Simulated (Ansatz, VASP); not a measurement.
# Mn in VASP and in Ansatz

POSCAR

```
Mn
1.0
    0.0000000000      1.7561332140      1.7561332140
    1.7561332140      0.0000000000      1.7561332140
    1.7561332140      1.7561332140      0.0000000000
Mn
1
Direct
    0.0000000000      0.0000000000      0.0000000000
```

Contents of INCAR.step1:

```
SYSTEM = Mn
PREC     = Accurate       ! precision mode
ENCUT    = 520            ! plane-wave cutoff, eV
ISMEAR   = 0              ! smearing method
SIGMA    = 0.05           ! smearing width, eV
LREAL    = .False.        ! projectors in reciprocal space
LASPH    = .True.         ! aspherical terms in the spheres
NELM     = 80             ! most SCF steps
NBANDS   = 12             ! bands
GGA      = PE             ! functional
ALGO     = Normal         ! electronic algorithm
EDIFF    = 1E-4           ! SCF threshold, eV
LWAVE    = .True.         ! write WAVECAR
LCHARG   = .False.        ! write CHGCAR
```

The input INCAR.step2:

```
SYSTEM = Mn
PREC     = Accurate       ! precision mode
ENCUT    = 520            ! plane-wave cutoff, eV
EDIFF    = 1E-6           ! SCF threshold, eV
ISMEAR   = 0              ! smearing method
SIGMA    = 0.05           ! smearing width, eV
LREAL    = .False.        ! projectors in reciprocal space
LASPH    = .True.         ! aspherical terms in the spheres
NELM     = 80             ! most SCF steps
ALGO     = Normal         ! electronic algorithm
ISIF     = 2              ! what is computed and relaxed
LWAVE    = .False.        ! write WAVECAR
LCHARG   = .False.        ! write CHGCAR
METAGGA  = R2SCAN         ! meta-GGA
LMIXTAU  = .True.       
NBANDS   = 12             ! bands
ISTART   = 1
```

The input KPOINTS:

```
regular mesh
0
Gamma
  20 20 20
  0 0 0
```

Input for Ansatz:

```yaml
crystal:
  lattice:
    - [0.0, 1.756133214, 1.756133214]
    - [1.756133214, 0.0, 1.756133214]
    - [1.756133214, 1.756133214, 0.0]
  atoms:
    - { symbol: Mn, position: [0.0, 0.0, 0.0] }
basis:
  ecutwfc: 500
  ecutrho_ratio: 4
kpoints:
  mp_grid: { grid: [20, 20, 20] }
hamiltonian:
  xc: r2scan
scf:
  occupations: { method: gaussian, width: 0.05 }
output:
  forces: true
  stress: true
  eigenvalues: true
```

Alike in both runs: task single point; functional r2SCAN; k mesh 20 × 20 × 20; occupations gaussian, width 0.05 eV; no spin polarisation.

|  | VASP | Ansatz |
| --- | --- | --- |
| version | VASP 6.6.1 | Ansatz 0.2.0 |
| potentials or method | VASP PAW PBE potentials, release 64 (Mn_pv), cutoff 520 eV | scalar-relativistic, plane waves, PAW |
| valence electrons in the cell | 13 | 15 |

VASP gave:

- gap on the k mesh at the Fermi level (eV): none
- pressure (GPa): -10.0

Problem. Estimate Ansatz's values.

Solution. gap on the k mesh at the Fermi level (eV): none; pressure (GPa): -10.2.

VASP's potentials were made for PBE, not for r2SCAN. A gap of «none» marks a metal or a gap that the smearing closes. VASP's potentials hold 13 valence electrons a cell and Ansatz's 15, so a difference there can come from the potentials and not from the codes.
